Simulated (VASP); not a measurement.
La3O2, 5 atoms in the cell. The structure is tetragonal, space group I4/mmm (No. 139). The conventional cell has a = 5.416 Å, b = 5.416 Å, c = 7.290 Å, α = 90.00°, β = 90.00°, γ = 90.00°. La (site symmetry mmm) has 2 O at 1.82 Å within 2.4 Å. Within 3.6 Å of La (site symmetry 4/mmm) lie 4 La at 2.71 Å and 8 O at 3.26 Å. Within 2.4 Å of O (site symmetry -4m2) lie 2 La at 1.82 Å. 

* Program: VASP 6.6.1
* Task: relaxation of cell and atoms
* Functional: PBE
* Potentials or basis: VASP PAW PBE potentials, release 64 (La, O)
* Cutoff: 600 eV
* k mesh: 4 × 4 × 4
* Occupations: gaussian, width 0.1 eV
* Spin: no spin polarisation
* Dipole correction: no
* Further INCAR settings: ALGO = Normal; EDIFF = 1e-06; IBRION = 2; EDIFFG = -0.04; NSW = 90; ISIF = 3

Potentials or basis: VASP PAW PBE potentials, release 64 (La, O).

Command:

```console
$ cat potpaw_PBE.64/La/POTCAR potpaw_PBE.64/O/POTCAR > POTCAR
$ mpirun -np 1 vasp_std > vasp.out
```

Hardware: 1 thread of Intel(R) Xeon(R) Platinum 8259CL CPU @ 2.50GHz (Skylake/Cascade Lake), on a shared host.

**Question.** Estimate the wall time of this run.

**Answer.** It took 23 min on 1 thread of Intel(R) Xeon(R) Platinum 8259CL CPU @ 2.50GHz (Skylake/Cascade Lake) (shared host), peak memory 0.3 GiB. Counts: scf iterations 253, k points 13, ion steps 13.
